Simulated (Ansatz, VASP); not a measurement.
**One calculation of PbS, two programs**

```
Pb S
1.0
     0.00000    3.00420    3.00420
     3.00420    0.00000    3.00420
     3.00420    3.00420    0.00000
Pb S
1 1
Cartesian
  0.0000 0.0000 0.0000
  3.0042 3.0042 3.0042
```

Alike in both runs: functional PBE; k mesh 13 × 13 × 13; occupations fermi-dirac, width 0.1 eV; no spin polarisation.

Ansatz relaxed the structure, and its values are those at the end. VASP's run is a single point on that final structure, the one shown.

|  | VASP | Ansatz |
| --- | --- | --- |
| version | VASP 6.6.1 | Ansatz 0.2.0 |
| potentials or method | VASP PAW PBE potentials, release 64 (Pb_d, S) | PAW with Ansatz's default frozen-core files, scalar-relativistic |
| plane-wave cutoff (eV) | 520 | 420 |
| valence electrons in the cell | 20 | 20 |

|  | VASP | Ansatz | Ansatz less VASP |
| --- | --- | --- | --- |
| pressure (GPa) | -0.1 | 0.0 | +0.07 |

Neither program's run includes spin-orbit coupling.
